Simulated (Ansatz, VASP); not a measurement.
## Two plane-wave programs on Ir

```
Ir
1.0
     0.00000    1.91613    1.91613
     1.91613    0.00000    1.91613
     1.91613    1.91613    0.00000
Ir
1
Direct
  0.00000 0.00000 0.00000
```

Alike in both runs: functional PBEsol; k mesh 20 × 20 × 20; occupations fermi-dirac, width 0.15 eV; no spin polarisation.

Ansatz relaxed the structure, and its values are those at the end. VASP's run is a single point on that final structure, the one shown.

```csv
,VASP,Ansatz
version,VASP 6.6.1,Ansatz 0.2.0
potentials or method,"VASP PAW PBE potentials, release 64 (Ir_sv_GW), cutoff 500 eV","scalar-relativistic, plane waves, PAW"
valence electrons in the cell,17,17
```

Ansatz gave:

```
gap on the k mesh at the Fermi level (eV) : none
pressure (GPa)                            : 0.0
```

Task: What did VASP give for the same quantities?

Result: gap on the k mesh at the Fermi level (eV): none; pressure (GPa): -3.3.

VASP's potentials were made for PBE, not for PBEsol. A gap of «none» marks a metal or a gap that the smearing closes.

Spin-orbit coupling is off throughout.
